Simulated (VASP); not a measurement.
# LiF (P6_3mc) in VASP: a series of runs, part 2 of 2

VASP 6.6.1.

## (3) Single point, PBEsol (strain -0.080 along x and y, -0.040 along z)

The input, INCAR:

```
ALGO     = Normal         # electronic algorithm
EDIFF    = 1E-7           # SCF threshold, eV
ENCUT    = 520            # plane-wave cutoff, eV
GGA      = PS             # functional
ISIF     = 2              # what is computed and relaxed
ISMEAR   = 0              # smearing method
LASPH    = True           # aspherical terms in the spheres
LCHARG   = False          # write CHGCAR
LREAL    = False          # projectors in reciprocal space
LWAVE    = False          # write WAVECAR
NBANDS   = 18             # bands
NELM     = 60             # most SCF steps
PREC     = Accurate       # precision mode
SIGMA    = 0.05           # smearing width, eV
```

The input, KPOINTS:

```
k-points
0
Gamma
  9 9 6
```

The input, POSCAR:

```
LiF
1.0
    2.8160646321      0.0000000000      0.0000000000
   -1.4080323160      2.4387835101      0.0000000000
    0.0000000000      0.0000000000      4.6150315872
Li F
2 2
Direct
    0.3333333333      0.6666666667      0.3811542600
    0.6666666667      0.3333333333      0.8811542600
    0.3333333333      0.6666666667      0.9938437400
    0.6666666667      0.3333333333      0.4938437400
```

Potentials or basis: VASP PAW PBE potentials, release 64 (Li_sv, F).

Command:

```
$ cat potpaw_PBE.64/Li_sv/POTCAR potpaw_PBE.64/F/POTCAR > POTCAR
$ mpirun -np 1 vasp_std > vasp.out
```

OUTCAR:

```text
EDIFF = 1E-7
   ENCUT = 520
   GGA = PS
   ISIF = 2
   ISMEAR = 0
   LASPH = True
   LREAL = False
   NELM = 60
   PREC = Accurate

 ion  position               nearest neighbor table
   1  0.333  0.667  0.381-   4 1.71   4 1.71   4 1.71   3 1.79
   2  0.667  0.333  0.881-   3 1.71   3 1.71   3 1.71   4 1.79
   3  0.333  0.667  0.994-   2 1.71   2 1.71   2 1.71   1 1.79
   4  0.667  0.333  0.494-   1 1.71   1 1.71   1 1.71   2 1.79

  LATTYP: Found a hexagonal cell.
 ALAT       =     2.8160646321
 C/A-ratio  =     1.6388230350

  Lattice vectors:

 A1 = (   2.8160646321,   0.0000000000,   0.0000000000)
 A2 = (  -1.4080323160,   2.4387835101,   0.0000000000)
 A3 = (   0.0000000000,   0.0000000000,   4.6150315872)

Analysis of symmetry for initial positions (statically):
=====================================================================
 Subroutine PRICEL returns:
 Original cell was already a primitive cell.

 Routine SETGRP: Setting up the symmetry group for a
 hexagonal supercell.

 Subroutine GETGRP returns: Found 12 space group operations
 (whereof  6 operations were pure point group operations)
 out of a pool of 24 trial point group operations.

The static configuration has the point symmetry C_3v.
 The point group associated with its full space group is C_6v.

Analysis of symmetry for dynamics (positions and initial velocities):
=====================================================================
 Subroutine PRICEL returns:
 Original cell was already a primitive cell.

 Routine SETGRP: Setting up the symmetry group for a
 hexagonal supercell.

 Subroutine GETGRP returns: Found 12 space group operations
 (whereof  6 operations were pure point group operations)
 out of a pool of 24 trial point group operations.
[... 116 lines left out ...]
   PSTRESS=    0.0 pullay stress
   NELECT =      20.0000    total number of electrons
   NUPDOWN=      -1.0000    fix difference up-down
   EMIN   =  10.00;   EMAX   =-10.00  energy-range for DOS
   EFERMI =   0.00;   METHOD = LEGACY
   ISMEAR =     0;   SIGMA  =   0.05  broadening in eV -4-tet -1-fermi 0-gaus
   EFERMI_NEDOS =   21; number of points for ismear=-14 and -15
   IALGO  =     38    algorithm
   IMIX   =      4    mixing-type and parameters
     AMIX     =   0.40;   BMIX     =  1.00
     AMIX_MAG =   1.60;   BMIX_MAG =  1.00
  volume/ion in A,a.u.               =       7.92        53.47
  Fermi-wavevector in a.u.,A,eV,Ry     =   1.404175  2.653506 26.826718  1.971708
  Thomas-Fermi vector in A             =   2.526763
   LORBIT       =      0    0 simple, 1 ext, 2 COOP (PROOUT), +10 PAW based schemes
   GGA     = PS    functional components
   LHFCALC =     F    Hartree Fock is set to
   AEXX    =    0.0000 exact exchange contribution
   IVDW    =     0    specifies the selected vdW correction
   LEPSILON=     F    determine dielectric tensor
   LRPA    =     F    only Hartree local field effects (RPA)
 non-spin polarized calculation
 Gauss-broadening in eV      SIGMA  =   0.05
  energy-cutoff  :      520.00
  volume of cell :       31.69
 maximum number of plane-waves:       863
 NGX is ok and might be reduce to    24
   NGX = 11   NGY = 11   NGZ = 17

 number of electron      19.9999998 magnetization

 Free energy of the ion-electron system (eV)
  ---------------------------------------------------
  ext. energy  EPLUGINS =         0.00000000
  ---------------------------------------------------
  free energy    TOTEN  =       -19.09677132 eV

  energy without entropy =      -19.09677132  energy(sigma->0) =      -19.09677132

 E-fermi :  -1.2007     XC(G=0): -10.1200

 val. band max:       -1.4036299994   @ k =   0.0000   0.0000   0.0000
 cond. band min:       7.6034793856   @ k =   0.0000   0.0000   0.0000
 fundamental gap:      9.0071093850
 Fermi energy:        -1.2006509106

 k-point     1 :       0.0000    0.0000    0.0000
  band No.  band energies     occupation
      1     -40.6357      2.00000
      2     -40.5325      2.00000
      3     -21.0507      2.00000
      4     -20.7671      2.00000
      5      -4.2984      2.00000
      6      -1.8663      2.00000
[... 481 lines left out ...]
      5      -4.1380      2.00000
      6      -2.9953      2.00000
[... 10 lines left out ...]
     17      19.0690      0.00000
     18      22.9690      0.00000

 [... further k-points ...]
[... 5 lines left out ...]
  --------------------------------------------------------------------------------------
  -------------------------------------------------------------------------------------
  Total        4.9749247      4.9749247      2.9150294      0.0000000      0.0000000      0.0000000
  in kB      251.4817919    251.4817919    147.3543565      0.0000000      0.0000000      0.0000000
  external PRESSURE =     216.7726468 kB  Pullay stress =       0.0000000 kB

 VOLUME and BASIS-vectors are now :
 -----------------------------------------------------------------------------
  energy-cutoff  :      520.00
  volume of cell :       31.69
      direct lattice vectors                 reciprocal lattice vectors
     2.816064632  0.000000000  0.000000000     0.355105486  0.205020248  0.000000000
    -1.408032316  2.438783510  0.000000000     0.000000000  0.410040496  0.000000000
     0.000000000  0.000000000  4.615031587     0.000000000  0.000000000  0.216683241

 POSITION                                       TOTAL-FORCE (eV/Angst)
 -----------------------------------------------------------------------------------
     -0.00000      1.62586      1.75904         0.000000     -0.000000     -0.343742
      1.40803      0.81293      4.06655        -0.000000     -0.000000     -0.343742
     -0.00000      1.62586      4.58662         0.000000     -0.000000      0.343742
      1.40803      0.81293      2.27910        -0.000000      0.000000      0.343742
 -----------------------------------------------------------------------------------
    total drift:                                0.000001      0.000001     -0.003123

  FREE ENERGIE OF THE ION-ELECTRON SYSTEM (eV)
  ---------------------------------------------------
  free  energy   TOTEN  =       -19.0967713157 eV

  energy  without entropy=      -19.0967713157  energy(sigma->0) =      -19.09677132
```

OSZICAR:

```text
N       E                     dE             d eps       ncg     rms          rms(c)
DAV:   1     0.116508967468E+03    0.11651E+03   -0.11260E+04  1744   0.124E+03
DAV:   2    -0.106399110401E+02   -0.12715E+03   -0.12446E+03  1984   0.310E+02
DAV:   3    -0.202633536910E+02   -0.96234E+01   -0.95683E+01  3100   0.622E+01
DAV:   4    -0.203589543483E+02   -0.95601E-01   -0.95482E-01  2160   0.791E+00
DAV:   5    -0.203599397430E+02   -0.98539E-03   -0.98527E-03  2356   0.606E-01    0.693E+00
DAV:   6    -0.190520796288E+02    0.13079E+01   -0.31290E+00  1804   0.144E+01    0.209E+00
DAV:   7    -0.190705091162E+02   -0.18429E-01   -0.13655E-01  2038   0.274E+00    0.144E+00
DAV:   8    -0.190976732552E+02   -0.27164E-01   -0.52323E-02  1898   0.220E+00    0.346E-01
DAV:   9    -0.190963802014E+02    0.12931E-02   -0.68185E-03  2384   0.695E-01    0.973E-02
DAV:  10    -0.190967727538E+02   -0.39255E-03   -0.62371E-04  1920   0.218E-01    0.262E-02
DAV:  11    -0.190967703691E+02    0.23847E-05   -0.36017E-05  2402   0.578E-02    0.633E-03
DAV:  12    -0.190967714648E+02   -0.10957E-05   -0.23976E-06  2202   0.134E-02    0.309E-03
DAV:  13    -0.190967713074E+02    0.15737E-06   -0.21966E-07  2124   0.504E-03    0.823E-04
DAV:  14    -0.190967713157E+02   -0.82873E-08   -0.42303E-08  1198   0.211E-03
   1 F= -.19096771E+02 E0= -.19096771E+02  d E =-.405508E-11
```

It took 38 s on 1 thread of Intel Xeon 8259CL, shared host; peak memory 0.16 GiB.

What came out:

```yaml
Free_energy: -19.0968 eV
Largest_force: 0.344 eV/Å
Band_gap_on_the_k_mesh: 9.01 eV, direct
```

Forces in eV/Å, atoms in the order of the input:
```
Li   0.000  0.000 -0.344
Li   0.000  0.000 -0.344
F    0.000  0.000  0.344
F    0.000  0.000  0.344
```

Levels at points of the mesh, in eV from the valence-band top:
```
           k point  band 8  band 9  band 10  band 11  band 12  band 13
(0.00, 0.00, 0.00)   -0.09   -0.09     0.00     9.01    13.28    17.38
(0.00, 0.00, 0.50)   -0.28   -0.28    -0.28    10.80    10.80    19.22
```

Caveat: the cell differs from its parent crystal (strain -0.080 along x and y, -0.040 along z); the cutoff is under 1.25 times the usual one of these potentials, so pressure, stress and relaxed cells hold a basis-set (Pulay) error; the PAW data sets were made with another functional, which shifts forces and pressure a little. A k mesh can miss the band edges.

## (4) Single point, PBEsol (strain -0.080 along x and y, +0.000 along z)

The input, INCAR:

```
PREC     = Accurate       # precision mode
ENCUT    = 520            # plane-wave cutoff, eV
EDIFF    = 1E-6           # SCF threshold, eV
ISMEAR   = 0              # smearing method
SIGMA    = 0.05           # smearing width, eV
LREAL    = F              # projectors in reciprocal space
LASPH    = T              # aspherical terms in the spheres
NELM     = 80             # most SCF steps
ALGO     = Normal         # electronic algorithm
ISIF     = 2              # what is computed and relaxed
LWAVE    = F              # write WAVECAR
LCHARG   = F              # write CHGCAR
GGA      = PS             # functional
NBANDS   = 18             # bands
```

The input, KPOINTS:

```
regular mesh
0
Gamma
  9 9 6
```

Changes to POSCAR since step 3:

```diff
@@ -4,3 +4,3 @@
    -1.4080323160      2.4387835101      0.0000000000
-    0.0000000000      0.0000000000      4.6150315872
+    0.0000000000      0.0000000000      4.8073245700
 Li F
```

Command:

```
$ cat potpaw_PBE.64/Li_sv/POTCAR potpaw_PBE.64/F/POTCAR > POTCAR
$ mpirun -np 1 vasp_std > vasp.out
```

Wall time 38 s (1 thread of Intel Xeon 8259CL, shared host); peak memory 0.16 GiB.

Results (log left out):

```
Free energy            : -19.1895 eV
Largest force          : 0.561 eV/Å
Band gap on the k mesh : 8.77 eV, direct
```

Forces in eV/Å, atoms in the order of the input:
```
Li   0.000  0.000 -0.561
Li   0.000  0.000 -0.561
F    0.000  0.000  0.561
F    0.000  0.000  0.561
```

Levels at points of the mesh, in eV from the valence-band top:
| k point | band 8 | band 9 | band 10 | band 11 | band 12 | band 13 |
| --- | --- | --- | --- | --- | --- | --- |
| (0.00, 0.00, 0.00) | -0.02 | 0.00 | 0.00 | 8.77 | 12.81 | 16.83 |
| (0.00, 0.00, 0.50) | -0.15 | -0.15 | -0.15 | 10.50 | 10.50 | 18.58 |

Caveat: the cell differs from its parent crystal (strain -0.080 along x and y, +0.000 along z); the cutoff is under 1.25 times the usual one of these potentials, so pressure, stress and relaxed cells hold a basis-set (Pulay) error; the PAW data sets were made with another functional, which shifts forces and pressure a little. A k mesh can miss the band edges.

## (5) The runs side by side

| cell | gap on the mesh (eV) | largest force (eV/Å) |
| --- | --- | --- |
| a = 2.816, b = 2.816, c = 4.423 Å, angles 90.0, 90.0, 120.0°, 4 atoms | 9.22 | 0.04 |
| a = 2.816, b = 2.816, c = 4.615 Å, angles 90.0, 90.0, 120.0°, 4 atoms | 9.01 | 0.34 |
| a = 2.816, b = 2.816, c = 4.807 Å, angles 90.0, 90.0, 120.0°, 4 atoms | 8.77 | 0.56 |

Alike in all rows: task single point; level PBEsol; potentials or basis VASP PAW PBE potentials, release 64 (Li_sv, F); no spin polarisation; k mesh 9 × 9 × 6; cutoff (eV) 520; smearing gaussian 0.05 eV.

Caveats: the cutoff is under 1.25 times the usual one of these potentials, so pressure, stress and relaxed cells hold a basis-set (Pulay) error; the PAW data sets were made with another functional, which shifts forces and pressure a little.

Total energies depend on the potentials used, so only differences within one code and one set of settings carry meaning.
